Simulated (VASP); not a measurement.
Write the native input for VASP 6.6.1 that does the following.

* Task: relaxation of cell and atoms
* Functional: PBEsol
* Potentials or basis: VASP PAW PBE potentials, release 64 (Li_sv, H)
* Cutoff: 600 eV
* k mesh: 10 × 10 × 10
* Occupations: gaussian, width 0.01 eV
* Spin: no spin polarisation
* Target pressure: 1 GPa
* Dipole correction: no
* Further INCAR settings: ALGO = Normal; EDIFF = 1e-06; IBRION = 2; EDIFFG = -0.002; NSW = 100; ISIF = 3

The structure of LiH lies in POSCAR:

```
LiH
1.0
    0.0000000000      1.9903704688      1.9903704688
    1.9903704688      0.0000000000      1.9903704688
    1.9903704688      1.9903704688      0.0000000000
Li H
1 1
Direct
    0.0000000000      0.0000000000      0.0000000000
    0.5000000000      0.5000000000      0.5000000000
```

One way to write it, as run:

INCAR

```
PREC = Accurate ; ENCUT = 600
EDIFF = 1E-6 ; ISMEAR = 0
SIGMA = 0.01 ; LREAL = F
LASPH = T ; NELM = 60
ALGO = Normal ; ISIF = 3
LWAVE = F ; LCHARG = F
GGA = PS ; IBRION = 2
NSW = 100 ; EDIFFG = -0.002
PSTRESS = 10.0
```

KPOINTS

```
regular mesh
0
Gamma
  10 10 10
```

Potentials or basis: VASP PAW PBE potentials, release 64 (Li_sv, H).

Launch:

```console
$ cat potpaw_PBE.64/Li_sv/POTCAR potpaw_PBE.64/H/POTCAR > POTCAR
$ mpirun -np 1 vasp_std > vasp.out
```

It gave:

* Relaxed volume: 7.65 Å³/atom
* Relaxed cell: a = 2.786 Å, b = 2.786 Å, c = 2.786 Å, α = 60.00°, β = 60.00°, γ = 60.00°
* Space group after relaxing (to 0.05 Å): Fm-3m (No. 225)
* Energy change on relaxing (the enthalpy is what falls): +0.6 meV/atom
* Ionic steps: 3
* Pressure after relaxing: 1.0 GPa
* Band gap on the k mesh: 2.70 eV, direct

Caveat: the cutoff is under 1.25 times the usual one of these potentials, so pressure, stress and relaxed cells hold a basis-set (Pulay) error; the cell is relaxed towards a set pressure, so the enthalpy falls and the energy may rise; the PAW data sets were made with another functional, which shifts forces and pressure a little.

It took 13 s on 1 thread of Intel Xeon 8259CL, on a shared host, peak memory 0.13 GiB.
